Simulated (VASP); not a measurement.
Write the native input for VASP 6.6.1 that does the following.

```yaml
Task: single point
Functional: PBEsol
Potentials_or_basis: VASP PAW PBE potentials, release 64 (Pt, Ge_d)
Cutoff: 520 eV
k_mesh: 3 × 3 × 3
Occupations: gaussian, width 0.05 eV
Spin: collinear spin, zero start
Starting_moments: "[0.0, 0.0, 0.0, 0.0, 0.0, 0.0, 0.0, 0.0, 0.0, 0.0, 0.0, 0.0, 0.0, 0.0, 0.0, 0.0] μB"
Hubbard_terms: Pt d U = 2.0 eV
Dipole_correction: no
Further_INCAR_settings: LREAL = Auto; ALGO = Normal; EDIFF = 1e-06; NBANDS = 128
```

The structure of Ge15Pt lies in POSCAR:

```
Ge15Pt
1.0
    0.0000000000      5.6575400000      5.6575400000
    5.6575400000      0.0000000000      5.6575400000
    5.6575400000      5.6575400000      0.0000000000
Pt Ge
1 15
Direct
    1.0000000000      0.0000000000      0.0000000000
    0.0002878560      0.0002878560      0.4997121440
    0.0002878560      0.4997121440      0.0002878560
    0.0002878560      0.4997121440      0.4997121440
    0.4997121440      0.0002878560      0.0002878560
    0.4997121440      0.0002878560      0.4997121440
    0.4997121440      0.4997121440      0.0002878560
    0.5000000000      0.5000000000      0.5000000000
    0.1226655573      0.1226655573      0.1226655573
    0.1226655573      0.1226655573      0.6320033282
    0.1226655573      0.6320033282      0.1226655573
    0.1236602478      0.6254465841      0.6254465841
    0.6320033282      0.1226655573      0.1226655573
    0.6254465841      0.1236602478      0.6254465841
    0.6254465841      0.6254465841      0.1236602478
    0.6254465841      0.6254465841      0.6254465841
```

One way to write it, as run:

INCAR

```
SYSTEM = Ge15Pt
PREC = Accurate
ENCUT = 520
EDIFF = 1E-6
ISMEAR = 0
SIGMA = 0.05
LREAL = Auto
LASPH = .True.
NELM = 150
ALGO = Normal
ISIF = 2
LWAVE = .False.
LCHARG = .False.
ISPIN = 2
MAGMOM = 0 0 0 0 0 0 0 0 0 0 0 0 0 0 0 0
LORBIT = 11
LMAXMIX = 4
LDAU = .True.
LDAUTYPE = 2
LDAUL = 2 -1
LDAUU = 2 0
LDAUJ = 0 0
LDAUPRINT = 1
GGA = PS
NBANDS = 128
```

KPOINTS

```
Automatic mesh
0
Gamma
  3 3 3
  0 0 0
```

Potentials or basis: VASP PAW PBE potentials, release 64 (Pt, Ge_d).

Run with:

```sh
$ cat potpaw_PBE.64/Pt/POTCAR potpaw_PBE.64/Ge_d/POTCAR > POTCAR
$ mpirun -np 1 vasp_std > vasp.out
```

Results of the run:

| Item | Value |
| --- | --- |
| Pressure | 0.1 GPa |
| Largest force | 0.142 eV/Å |
| Band gap on the k mesh | zero (filled and empty bands overlap) |
| Net moment | 0.00 μB per cell |
| Valence electrons inside the program's atomic spheres | Pt 9.62; Ge 12.40, 12.39, 12.41 (each value once) |

Caveat: the PAW data sets were made with another functional, which shifts forces and pressure a little; spin-orbit coupling is left out, which moves the levels of the heavy elements; the U is typed as a test and isn't derived for this compound.

Run time: 8.4 min on 1 thread of Intel(R) Xeon(R) 6975P-C (Granite Rapids), with other jobs on the host, peak memory 0.8 GiB.
